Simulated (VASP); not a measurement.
# GaAs in VASP: further runs, part 2 of 2

VASP 6.6.1. Earlier steps stand in the parts before.

## 5. Single point, PBEsol

This run uses another cell than the first one: it holds 4 atoms, not 2.

Contents of INCAR:

```
SYSTEM = GaAs
  PREC = Accurate
  ENCUT = 520
  EDIFF = 1E-6
  ISMEAR = 0
  SIGMA = 0.01
  LREAL = .FALSE.
  LASPH = .TRUE.
  NELM = 100
  ALGO = Normal
  ISIF = 2
  LWAVE = .FALSE.
  LCHARG = .FALSE.
  GGA = PS
  NBANDS = 26
```

Contents of KPOINTS:

```
Automatic mesh
0
G
  10 10 6
  0 0 0
```

Contents of POSCAR:

```
GaAs
1.0
    2.8289764104      2.8289764104      0.0000000000
   -2.8289764104      2.8289764104      0.0000000000
    0.0000000000      0.0000000000      5.7711118773
Ga As
2 2
Direct
    0.0000000000      0.0000000000      0.0000000000
    0.5000000000      0.5000000000      0.5000000000
    0.5000000000      0.0000000000      0.7500000000
    0.0000000000      0.5000000000      0.2500000000
```

Potentials or basis: VASP PAW PBE potentials, release 64 (Ga_d, As).

On the command line:

```console
cat potpaw_PBE.64/Ga_d/POTCAR potpaw_PBE.64/As/POTCAR > POTCAR
mpirun -np 1 vasp_std > vasp.out
```

OUTCAR:

```text
SYSTEM = GaAs
   PREC = Accurate
   ENCUT = 520
   EDIFF = 1E-6
   ISMEAR = 0
   LREAL = .FALSE.
   LASPH = .TRUE.
   NELM = 100
   ISIF = 2
   GGA = PS

 ion  position               nearest neighbor table
   1  0.000  0.000  0.000-   3 2.47   4 2.47   4 2.47   3 2.47
   2  0.500  0.500  0.500-   3 2.47   4 2.47   3 2.47   4 2.47
   3  0.500  0.000  0.750-   1 2.47   2 2.47   2 2.47   1 2.47
   4  0.000  0.500  0.250-   1 2.47   2 2.47   1 2.47   2 2.47

  LATTYP: Found a simple tetragonal cell.
 ALAT       =     4.0007768072
 C/A-ratio  =     1.4424978336

  Lattice vectors:

 A1 = (   2.8289764104,   2.8289764104,   0.0000000000)
 A2 = (  -2.8289764104,   2.8289764104,   0.0000000000)
 A3 = (   0.0000000000,   0.0000000000,   5.7711118773)

Analysis of symmetry for initial positions (statically):
=====================================================================
 Subroutine PRICEL returns following result:

  LATTYP: Found a body centered tetragonal cell.
 ALAT       =     4.0007768072
 C/A-ratio  =     1.4424978336

  Lattice vectors:

 A1 = (   2.8289764104,   0.0000000000,  -2.8855559386)
 A2 = (  -2.8289764104,   0.0000000000,  -2.8855559387)
 A3 = (   0.0000000000,   2.8289764104,   2.8855559387)

   2 primitive cells build up your supercell.

 Routine SETGRP: Setting up the symmetry group for a
 simple tetragonal supercell.

 Subroutine GETGRP returns: Found  8 space group operations
 (whereof  8 operations were pure point group operations)
 out of a pool of 16 trial point group operations.

The static configuration has the point symmetry D_2d.

Analysis of symmetry for dynamics (positions and initial velocities):
=====================================================================
 Subroutine PRICEL returns following result:

  LATTYP: Found a body centered tetragonal cell.
 ALAT       =     4.0007768072
[... 133 lines left out ...]
   EFERMI_NEDOS =   21; number of points for ismear=-14 and -15
   IALGO  =     38    algorithm
   IMIX   =      4    mixing-type and parameters
     AMIX     =   0.40;   BMIX     =  1.00
     AMIX_MAG =   1.60;   BMIX_MAG =  1.00
  volume/ion in A,a.u.               =      23.09       155.84
  Fermi-wavevector in a.u.,A,eV,Ry     =   1.195803  2.259740 19.455578  1.429945
  Thomas-Fermi vector in A             =   2.331759
   LORBIT       =      0    0 simple, 1 ext, 2 COOP (PROOUT), +10 PAW based schemes
   GGA     = PS    functional components
   LHFCALC =     F    Hartree Fock is set to
   AEXX    =    0.0000 exact exchange contribution
   IVDW    =     0    specifies the selected vdW correction
   LEPSILON=     F    determine dielectric tensor
   LRPA    =     F    only Hartree local field effects (RPA)
 non-spin polarized calculation
 Gauss-broadening in eV      SIGMA  =   0.01
  energy-cutoff  :      520.00
  volume of cell :       92.37
 maximum number of plane-waves:      2518
 NGX is ok and might be reduce to    30

 number of electron      36.0000013 magnetization

 Free energy of the ion-electron system (eV)
  ---------------------------------------------------
  ext. energy  EPLUGINS =         0.00000000
  ---------------------------------------------------
  free energy    TOTEN  =       -18.17478059 eV

  energy without entropy =      -18.17478059  energy(sigma->0) =      -18.17478059

 E-fermi :   3.7426     XC(G=0):  -9.6752

 val. band max:        3.6380754218   @ k =   0.0000   0.0000   0.0000
 cond. band min:       3.8892909633   @ k =   0.0000   0.0000   0.0000
 fundamental gap:      0.2512155415
 Fermi energy:         3.7426170317

 k-point     1 :       0.0000    0.0000    0.0000
  band No.  band energies     occupation
      1     -11.2401      2.00000
      2     -11.1387      2.00000
      3     -11.1339      2.00000
      4     -11.1339      2.00000
      5     -11.0888      2.00000
      6     -11.0888      2.00000
[... 685 lines left out ...]
     25      10.6613      0.00000
     26      11.4638      0.00000

 [... further k-points ...]

------------------------ aborting loop because EDIFF is reached ----------------------------------------

  FORCE on cell =-STRESS in cart. coord.  units (eV):
  Direction    XX          YY          ZZ          XY          YZ          ZX
  --------------------------------------------------------------------------------------
  -------------------------------------------------------------------------------------
  Total       -0.4095303     -0.4095303     -1.1319318      0.0000000      0.0000000      0.0000000
  in kB       -7.1031092     -7.1031092    -19.6328210      0.0000000      0.0000000      0.0000000
  external PRESSURE =     -11.2796798 kB  Pullay stress =       0.0000000 kB

 VOLUME and BASIS-vectors are now :
 -----------------------------------------------------------------------------
  energy-cutoff  :      520.00
  volume of cell :       92.37
      direct lattice vectors                 reciprocal lattice vectors
     2.828976410  2.828976410  0.000000000     0.176742372  0.176742372  0.000000000
    -2.828976410  2.828976410  0.000000000    -0.176742372  0.176742372  0.000000000
     0.000000000  0.000000000  5.771111877     0.000000000  0.000000000  0.173276835

 POSITION                                       TOTAL-FORCE (eV/Angst)
 -----------------------------------------------------------------------------------
      0.00000      0.00000      0.00000         0.000000      0.000000     -0.000000
      0.00000      2.82898      2.88556        -0.000000     -0.000000      0.000000
      1.41449      1.41449      4.32833         0.000000      0.000000     -0.000000
     -1.41449      1.41449      1.44278         0.000000      0.000000     -0.000000
 -----------------------------------------------------------------------------------
    total drift:                               -0.000000      0.000000      0.000000

  FREE ENERGIE OF THE ION-ELECTRON SYSTEM (eV)
  ---------------------------------------------------
  free  energy   TOTEN  =       -18.1747805896 eV

  energy  without entropy=      -18.1747805896  energy(sigma->0) =      -18.17478059
```

stdout:

```text
POSCAR found type information on POSCAR GaAs
 POSCAR found :  2 types and       4 ions
 scaLAPACK will be used
 -----------------------------------------------------------------------------
|                                                                             |
|                                                                             |
|     You enforced a specific xc type in the INCAR file but a different       |
|     I HOPE YOU KNOW WHAT YOU ARE DOING!                                     |
|                                                                             |
 -----------------------------------------------------------------------------

 LDA part: xc-table for (Slater+PW92), standard interpolation
 POSCAR, INCAR and KPOINTS ok, starting setup
 FFT: planning ... GRIDC
 FFT: planning ... GRID_SOFT
 FFT: planning ... GRID
 WAVECAR not read
 entering main loop
```

Run time: 3.3 min. Hardware: 1 thread of AMD EPYC 7R43 (Zen 3), shared host; peak memory 0.27 GiB.

Results:

```yaml
Free_energy: -18.1748 eV
Pressure: -1.1 GPa
Band_gap_on_the_k_mesh: 0.25 eV
```

Levels at points of the mesh, in eV from the valence-band top:
| k point | band 15 | band 16 | band 17 | band 18 | band 19 | band 20 | band 21 | band 22 |
| --- | --- | --- | --- | --- | --- | --- | --- | --- |
| (0.00, 0.00, 0.00) | -2.57 | -0.12 | 0.00 | 0.00 | 0.25 | 1.43 | 1.67 | 3.63 |
| (0.50, 0.00, 0.00) | -3.41 | -3.41 | -1.14 | -1.14 | 2.67 | 2.67 | 5.38 | 5.38 |
| (0.50, 0.50, 0.00) | -2.71 | -2.71 | -2.70 | -2.70 | 1.31 | 1.31 | 1.49 | 1.49 |
| (0.00, 0.00, 0.50) | -1.62 | -1.62 | -1.62 | -1.62 | 1.98 | 1.98 | 3.08 | 3.08 |
| (0.50, 0.00, 0.50) | -1.23 | -1.23 | -1.07 | -1.07 | 0.82 | 0.82 | 4.48 | 4.48 |
| (0.50, 0.50, 0.50) | -3.51 | -3.51 | -3.32 | -3.32 | 4.31 | 4.31 | 4.46 | 4.46 |

Caveat: the PAW data sets were made with another functional, which shifts forces and pressure a little.

## 6. Single point, PBEsol (strain along c alone, the other axes held: +4.0 %)

Contents of INCAR:

```
PREC = Accurate
ENCUT = 520
EDIFF = 1E-6
ISMEAR = 0
SIGMA = 0.01
LREAL = F
LASPH = T
NELM = 100
ALGO = Normal
ISIF = 2
LWAVE = F
LCHARG = F
GGA = PS
NBANDS = 26
```

Contents of KPOINTS:

```
Automatic mesh
0
Gamma
  10 10 6
```

Edit POSCAR of step 5 so:

```diff
@@ -4,3 +4,3 @@
    -2.8289764104      2.8289764104      0.0000000000
-    0.0000000000      0.0000000000      5.7711118773
+    0.0000000000      0.0000000000      5.8842709337
 Ga As
```

Potentials or basis: VASP PAW PBE potentials, release 64 (Ga_d, As).

On the command line:

```console
cat potpaw_PBE.64/Ga_d/POTCAR potpaw_PBE.64/As/POTCAR > POTCAR
mpirun -np 1 vasp_std > vasp.out
```

OUTCAR:

```text
PREC = Accurate
   ENCUT = 520
   EDIFF = 1E-6
   ISMEAR = 0
   LREAL = F
   LASPH = T
   NELM = 100
   ISIF = 2
   GGA = PS

 ion  position               nearest neighbor table
   1  0.000  0.000  0.000-   3 2.48   4 2.48   4 2.48   3 2.48
   2  0.500  0.500  0.500-   3 2.48   4 2.48   3 2.48   4 2.48
   3  0.500  0.000  0.750-   1 2.48   2 2.48   2 2.48   1 2.48
   4  0.000  0.500  0.250-   1 2.48   2 2.48   1 2.48   2 2.48

  LATTYP: Found a simple tetragonal cell.
 ALAT       =     4.0007768072
 C/A-ratio  =     1.4707821049

  Lattice vectors:

 A1 = (   2.8289764104,   2.8289764104,   0.0000000000)
 A2 = (  -2.8289764104,   2.8289764104,   0.0000000000)
 A3 = (   0.0000000000,   0.0000000000,   5.8842709337)

Analysis of symmetry for initial positions (statically):
=====================================================================
 Subroutine PRICEL returns following result:

  LATTYP: Found a body centered tetragonal cell.
 ALAT       =     4.0007768072
 C/A-ratio  =     1.4707821049

  Lattice vectors:

 A1 = (   2.8289764104,   0.0000000000,  -2.9421354669)
 A2 = (  -2.8289764104,   0.0000000000,  -2.9421354668)
 A3 = (   0.0000000000,   2.8289764104,   2.9421354668)

   2 primitive cells build up your supercell.

 Routine SETGRP: Setting up the symmetry group for a
 simple tetragonal supercell.

 Subroutine GETGRP returns: Found  8 space group operations
 (whereof  8 operations were pure point group operations)
 out of a pool of 16 trial point group operations.

The static configuration has the point symmetry D_2d.

Analysis of symmetry for dynamics (positions and initial velocities):
=====================================================================
 Subroutine PRICEL returns following result:

  LATTYP: Found a body centered tetragonal cell.
[... 134 lines left out ...]
   EFERMI_NEDOS =   21; number of points for ismear=-14 and -15
   IALGO  =     38    algorithm
   IMIX   =      4    mixing-type and parameters
     AMIX     =   0.40;   BMIX     =  1.00
     AMIX_MAG =   1.60;   BMIX_MAG =  1.00
  volume/ion in A,a.u.               =      23.55       158.90
  Fermi-wavevector in a.u.,A,eV,Ry     =   1.188088  2.245161 19.205342  1.411553
  Thomas-Fermi vector in A             =   2.324225
   LORBIT       =      0    0 simple, 1 ext, 2 COOP (PROOUT), +10 PAW based schemes
   GGA     = PS    functional components
   LHFCALC =     F    Hartree Fock is set to
   AEXX    =    0.0000 exact exchange contribution
   IVDW    =     0    specifies the selected vdW correction
   LEPSILON=     F    determine dielectric tensor
   LRPA    =     F    only Hartree local field effects (RPA)
 non-spin polarized calculation
 Gauss-broadening in eV      SIGMA  =   0.01
  energy-cutoff  :      520.00
  volume of cell :       94.18
 maximum number of plane-waves:      2574
 NGX is ok and might be reduce to    30

 number of electron      35.9999987 magnetization

 Free energy of the ion-electron system (eV)
  ---------------------------------------------------
  ext. energy  EPLUGINS =         0.00000000
  ---------------------------------------------------
  free energy    TOTEN  =       -18.14106852 eV

  energy without entropy =      -18.14106852  energy(sigma->0) =      -18.14106852

 E-fermi :   3.5323     XC(G=0):  -9.5903

 val. band max:        3.5006392259   @ k =   0.0000   0.0000   0.0000
 cond. band min:       3.5628791289   @ k =   0.0000   0.0000   0.0000
 fundamental gap:      0.0622399030
 Fermi energy:         3.5322913150

 k-point     1 :       0.0000    0.0000    0.0000
  band No.  band energies     occupation
      1     -11.3779      2.00000
      2     -11.2867      2.00000
      3     -11.2772      2.00000
      4     -11.2772      2.00000
      5     -11.2359      2.00000
      6     -11.2359      2.00000
[... 685 lines left out ...]
     25      10.3652      0.00000
     26      11.2338      0.00000

 [... further k-points ...]

------------------------ aborting loop because EDIFF is reached ----------------------------------------

  FORCE on cell =-STRESS in cart. coord.  units (eV):
  Direction    XX          YY          ZZ          XY          YZ          ZX
  --------------------------------------------------------------------------------------
  -------------------------------------------------------------------------------------
  Total       -0.8625973     -0.8625973     -2.3444640      0.0000000      0.0000000      0.0000000
  in kB      -14.6736236    -14.6736236    -39.8816253      0.0000000      0.0000000      0.0000000
  external PRESSURE =     -23.0762908 kB  Pullay stress =       0.0000000 kB

 VOLUME and BASIS-vectors are now :
 -----------------------------------------------------------------------------
  energy-cutoff  :      520.00
  volume of cell :       94.18
      direct lattice vectors                 reciprocal lattice vectors
     2.828976410  2.828976410  0.000000000     0.176742372  0.176742372  0.000000000
    -2.828976410  2.828976410  0.000000000    -0.176742372  0.176742372  0.000000000
     0.000000000  0.000000000  5.884270934     0.000000000  0.000000000  0.169944588

 POSITION                                       TOTAL-FORCE (eV/Angst)
 -----------------------------------------------------------------------------------
      0.00000      0.00000      0.00000         0.000000      0.000000      0.000000
      0.00000      2.82898      2.94214        -0.000000     -0.000000     -0.000000
      1.41449      1.41449      4.41320         0.000000     -0.000000      0.000000
     -1.41449      1.41449      1.47107         0.000000     -0.000000      0.000000
 -----------------------------------------------------------------------------------
    total drift:                               -0.000000      0.000000      0.000000

  FREE ENERGIE OF THE ION-ELECTRON SYSTEM (eV)
  ---------------------------------------------------
  free  energy   TOTEN  =       -18.1410685168 eV

  energy  without entropy=      -18.1410685152  energy(sigma->0) =      -18.14106852
```

OSZICAR:

```text
N       E                     dE             d eps       ncg     rms          rms(c)
DAV:   1     0.230379026944E+03    0.23038E+03   -0.17106E+04  4556   0.191E+03
DAV:   2     0.904403491808E+01   -0.22133E+03   -0.21316E+03  4760   0.413E+02
DAV:   3    -0.176869524085E+02   -0.26731E+02   -0.26378E+02  5570   0.119E+02
DAV:   4    -0.184979748376E+02   -0.81102E+00   -0.80888E+00  4922   0.213E+01
DAV:   5    -0.185157421028E+02   -0.17767E-01   -0.17753E-01  5554   0.302E+00    0.397E+00
DAV:   6    -0.181977029923E+02    0.31804E+00   -0.49617E-01  6372   0.108E+01    0.225E+00
DAV:   7    -0.181435502730E+02    0.54153E-01   -0.20241E-01  5802   0.275E+00    0.726E-01
DAV:   8    -0.181408798618E+02    0.26704E-02   -0.33580E-02  5324   0.224E+00    0.157E-01
DAV:   9    -0.181409749220E+02   -0.95060E-04   -0.41712E-03  5462   0.102E+00    0.605E-02
DAV:  10    -0.181410096550E+02   -0.34733E-04   -0.48839E-04  5020   0.190E-01    0.305E-02
DAV:  11    -0.181410697886E+02   -0.60134E-04   -0.13349E-04  5318   0.859E-02    0.109E-02
DAV:  12    -0.181410686895E+02    0.10991E-05   -0.14695E-05  4800   0.322E-02    0.675E-03
DAV:  13    -0.181410685168E+02    0.17269E-06   -0.23644E-06  4414   0.681E-03
   1 F= -.18141069E+02 E0= -.18141069E+02  d E =-.165086E-08
```

stdout:

```text
POSCAR found type information on POSCAR GaAs
 POSCAR found :  2 types and       4 ions
 scaLAPACK will be used
 -----------------------------------------------------------------------------
|                                                                             |
|                                                                             |
|     You enforced a specific xc type in the INCAR file but a different       |
|     I HOPE YOU KNOW WHAT YOU ARE DOING!                                     |
|                                                                             |
 -----------------------------------------------------------------------------

 LDA part: xc-table for (Slater+PW92), standard interpolation
 POSCAR, INCAR and KPOINTS ok, starting setup
 FFT: planning ... GRIDC
 FFT: planning ... GRID_SOFT
 FFT: planning ... GRID
 WAVECAR not read
 entering main loop
```

Wall time 2.5 min (1 thread of AMD EPYC 7R43 (Zen 3), shared host); peak memory 0.27 GiB.

Results:

```yaml
Free_energy: -18.1411 eV
Pressure: -2.3 GPa
Band_gap_on_the_k_mesh: 0.06 eV
```

Levels at points of the mesh, in eV from the valence-band top:
| k point | band 16 | band 17 | band 18 | band 19 | band 20 | band 21 |
| --- | --- | --- | --- | --- | --- | --- |
| (0.00, 0.00, 0.00) | -0.23 | 0.00 | 0.00 | 0.06 | 1.51 | 1.76 |
| (0.50, 0.00, 0.00) | -3.42 | -1.07 | -1.07 | 2.67 | 2.67 | 5.21 |
| (0.50, 0.50, 0.00) | -2.72 | -2.70 | -2.70 | 1.28 | 1.28 | 1.40 |
| (0.00, 0.00, 0.50) | -1.55 | -1.55 | -1.55 | 2.06 | 2.06 | 2.98 |
| (0.50, 0.00, 0.50) | -1.32 | -1.00 | -1.00 | 0.72 | 0.72 | 4.39 |
| (0.50, 0.50, 0.50) | -3.46 | -3.26 | -3.26 | 4.04 | 4.04 | 4.31 |

Caveat: the cell differs from its parent crystal (strain along c alone, the other axes held: +4.0 %); the PAW data sets were made with another functional, which shifts forces and pressure a little.

## 7. Single point, PBEsol

This run uses another cell than the first one: it holds 4 atoms, not 2.

Contents of INCAR:

```
SYSTEM = GaAs
PREC     = Accurate       ! precision mode
ENCUT    = 520            ! plane-wave cutoff, eV
EDIFF    = 1E-6           ! SCF threshold, eV
ISMEAR   = 0              ! smearing method
SIGMA    = 0.01           ! smearing width, eV
LREAL    = .False.        ! projectors in reciprocal space
LASPH    = .True.         ! aspherical terms in the spheres
NELM     = 80             ! most SCF steps
ALGO     = Normal         ! electronic algorithm
ISIF     = 2              ! what is computed and relaxed
LWAVE    = .False.        ! write WAVECAR
LCHARG   = .True.         ! write CHGCAR
GGA      = PS             ! functional
LELF     = .True.         ! ELF
LVHAR    = .True.       
NBANDS   = 26             ! bands
```

Contents of KPOINTS:

```
Automatic mesh
0
Gamma
  10 10 6
  0 0 0
```

POSCAR is that of step 6.

On the command line:

```console
cat potpaw_PBE.64/Ga_d/POTCAR potpaw_PBE.64/As/POTCAR > POTCAR
mpirun -np 1 vasp_std > vasp.out
```

It took 3.3 min on 1 thread of AMD EPYC 7R43 (Zen 3), shared host; peak memory 0.27 GiB.

The run converged. Its results:

| Quantity | Value |
| --- | --- |
| Free energy | -18.1411 eV |
| Pressure | -2.3 GPa |
| Band gap on the k mesh | 0.06 eV |

Stress tensor (GPa, compression positive):
```
-1.47  0.00  0.00
 0.00 -1.47  0.00
 0.00  0.00 -3.99
```

Levels at points of the mesh, in eV from the valence-band top:
```csv
k point,band 15,band 16,band 17,band 18,band 19,band 20,band 21,band 22
"(0.00, 0.00, 0.00)",-2.46,-0.23,0.00,0.00,0.06,1.51,1.76,3.58
"(0.50, 0.00, 0.00)",-3.42,-3.42,-1.07,-1.07,2.67,2.67,5.21,5.21
"(0.50, 0.50, 0.00)",-2.72,-2.72,-2.70,-2.70,1.28,1.28,1.40,1.40
"(0.00, 0.00, 0.50)",-1.55,-1.55,-1.55,-1.55,2.06,2.06,2.98,2.98
"(0.50, 0.00, 0.50)",-1.32,-1.32,-1.00,-1.00,0.72,0.72,4.39,4.39
"(0.50, 0.50, 0.50)",-3.46,-3.46,-3.26,-3.26,4.04,4.04,4.31,4.31
```

Caveat: the PAW data sets were made with another functional, which shifts forces and pressure a little.

## 8. Summary

| task | cell | k mesh | cutoff (eV) | gap on the mesh (eV) | pressure (GPa) |
| --- | --- | --- | --- | --- | --- |
| relaxation of cell and atoms | relaxed from a = 4.066 Å, angles 60.0°, 2 atoms | 10 × 10 × 10 | 600 | 0.42 | 0.0 |
| single point | a = 4.001, b = 4.001, c = 5.658 Å, 4 atoms | 10 × 10 × 6 | 520 | 0.44 | 0.2 |
| single point | a = 4.001, b = 4.001, c = 5.771 Å, 4 atoms | 10 × 10 × 6 | 520 | 0.25 | -1.1 |
| single point | a = 4.001, b = 4.001, c = 5.884 Å, 4 atoms | 10 × 10 × 6 | 520 | 0.06 | -2.3 |

Alike in all rows: level PBEsol; potentials or basis VASP PAW PBE potentials, release 64 (Ga_d, As); no spin polarisation; smearing gaussian 0.01 eV.

Caveats: the PAW data sets were made with another functional, which shifts forces and pressure a little.

Absolute energies hang on the potentials; compare differences alone.
